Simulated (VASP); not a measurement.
Write the native input for VASP 6.6.1 that does the following.

| Item | Value |
| --- | --- |
| Task | relaxation of cell and atoms |
| Functional | RPBE |
| Potentials or basis | VASP PAW PBE potentials, release 64 (Co_sv) |
| Cutoff | 690 eV |
| k mesh | 14 × 14 × 14 |
| Occupations | fermi-dirac, width 0.05 eV |
| Spin | collinear spin, ferromagnetic start |
| Starting moments | [1.7] μB |
| Dipole correction | no |
| Further INCAR settings | ALGO = Normal; EDIFF = 1e-07; IBRION = 2; EDIFFG = -0.01; NSW = 80; ISIF = 3 |

The structure of Co lies in POSCAR:

```
Co
1.0
    2.2868488050      0.0000000000      0.0000000000
    0.0000000000      2.2868488050      0.0000000000
    0.0000000000      0.0000000000      2.2868488050
Co
1
Direct
    0.0000000000      0.0000000000      0.0000000000
```

This isn't the form of Co at room conditions, which is hcp.

These files were run (other wordings do the same):

INCAR

```
PREC = Accurate
ENCUT = 690
EDIFF = 1E-7
ISMEAR = -1
SIGMA = 0.05
LREAL = F
LASPH = T
NELM = 200
ALGO = Normal
ISIF = 3
LWAVE = F
LCHARG = F
ISPIN = 2
MAGMOM = 1.7
LORBIT = 11
LMAXMIX = 4
GGA = RP
IBRION = 2
NSW = 80
EDIFFG = -0.01
GGA_COMPAT = F
NELMIN = 4
```

KPOINTS

```
Automatic mesh
0
Gamma
  14 14 14
```

Potentials or basis: VASP PAW PBE potentials, release 64 (Co_sv).

Command:

```bash
$ cat potpaw_PBE.64/Co_sv/POTCAR > POTCAR
$ mpirun -np 1 vasp_std > vasp.out
```

Results of the run:

```yaml
Relaxed_volume: 13.07 Å³/atom
Relaxed_cell: a = 2.356 Å, b = 2.356 Å, c = 2.356 Å, α = 90.00°, β = 90.00°, γ = 90.00°
Space_group_after_relaxing_to_0.1_Å: Pm-3m (No. 221)
Energy_gained_by_relaxing: 49.9 meV/atom
Ionic_steps: 3
Pressure_after_relaxing: 0.0 GPa
Net_moment: 1.89 μB per cell
Site_moments: Co +1.91 μB
Valence_electrons_inside_the_program's_atomic_spheres: Co 15.05
```

Caveat: the PAW data sets were made with another functional, which shifts forces and pressure a little.

Wall time 69 s on 1 thread of Intel(R) Xeon(R) Platinum 8375C CPU @ 2.90GHz (Ice Lake), with other jobs on the host, peak memory 0.16 GiB.
